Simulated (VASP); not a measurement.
## Tl2SnH4: single point with PBE

The system is Tl2SnH4.

```
Tl Sn H
1.0
     5.83137    0.00000    0.00000
    -2.91569    5.05012    0.00000
     0.00000    0.00000    6.67494
Tl Sn H
2 1 4
Direct
  0.00000 0.00000 0.83600
  0.00000 0.00000 0.16400
  0.33333 0.66667 0.00000
  0.00000 0.00000 0.33278
  0.00000 0.00000 0.66722
  0.00000 0.00000 0.50000
  0.00000 0.00000 0.00000
```

* Program: VASP 6.6.1
* Task: single point
* Functional: PBE
* Potentials or basis: VASP PAW PBE potentials, release 64 (Tl_d, Sn_d, H)
* Cutoff: 520 eV
* k mesh: 3 × 3 × 4
* Occupations: gaussian, width 0.1 eV
* Spin: no spin polarisation

The pressure is 49.1 GPa. The largest force is 31.712 eV/Å. The band gap on the k mesh is zero (band 22 reaches 2.14 eV, above the bottom of band 23 at 1.23 eV).

Forces on the atoms (eV/Å):
```
Tl    0.000   0.000 -17.998
Tl    0.000   0.000  17.998
Sn    0.000   0.000   0.000
H     0.000   0.000  31.712
H     0.000   0.000 -31.712
H     0.000   0.000   0.000
H     0.000   0.000   0.000
```

Stress tensor (GPa, compression positive):
```
 -2.81   0.00   0.00
  0.00  -2.81   0.00
  0.00   0.00 152.90
```

Levels at points of the mesh, in eV from the Fermi level:
| k point | band 18 | band 19 | band 20 | band 21 | band 22 | band 23 | band 24 | band 25 | band 26 | band 27 |
| --- | --- | --- | --- | --- | --- | --- | --- | --- | --- | --- |
| (0.00, 0.00, 0.00) | -8.12 | -5.82 | -1.67 | -1.67 | 0.62 | 1.33 | 1.33 | 1.98 | 2.83 | 3.03 |
| (0.00, 0.00, 0.50) | -7.59 | -5.77 | -1.76 | -1.54 | -1.54 | 0.71 | 1.46 | 1.46 | 2.27 | 2.27 |

It took 40 s on 1 thread of Intel(R) Xeon(R) 6975P-C (Granite Rapids) (shared host), peak memory 0.35 GiB.

Caveat: the k points lie up to 0.41 Å⁻¹ apart; spin-orbit coupling is left out, which moves the levels of the heavy elements; forces of over 1 eV/Å act on the atoms, so gaps and moduli don't describe the material at rest.
